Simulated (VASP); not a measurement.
Input of a VASP 6.6.1 run:

File INCAR:

```
PREC     = Accurate       # precision mode
ENCUT    = 520            # plane-wave cutoff, eV
EDIFF    = 1E-6           # SCF threshold, eV
ISMEAR   = -1             # smearing method
SIGMA    = 0.1            # smearing width, eV
LREAL    = F              # projectors in reciprocal space
LASPH    = T              # aspherical terms in the spheres
NELM     = 60             # most SCF steps
ALGO     = Normal         # electronic algorithm
ISIF     = 2              # what is computed and relaxed
LWAVE    = F              # write WAVECAR
LCHARG   = F              # write CHGCAR
GGA      = B5             # functional
ALDAX    = 1.0          
AGGAX    = 1.0          
AGGAC    = 1.0          
ALDAC    = 0.0          
NBANDS   = 10             # bands
```

Contents of KPOINTS:

```
Automatic mesh
0
Gamma
  16 16 16
```

POSCAR

```
Re
1.0
   -1.6382217177      1.6382217177      1.6382217177
    1.6382217177     -1.6382217177      1.6382217177
    1.6382217177      1.6382217177     -1.6382217177
Re
1
Direct
    0.0000000000      0.0000000000      0.0000000000
```

Potentials or basis: VASP PAW PBE potentials, release 64 (Re).

Launch:

```console
$ cat potpaw_PBE.64/Re/POTCAR > POTCAR
$ mpirun -np 1 vasp_std > vasp.out
```

Problem. What does it give for the pressure?

Solution. -26.2 GPa.

Caveat: the PAW data sets were made with another functional, which shifts forces and pressure a little.
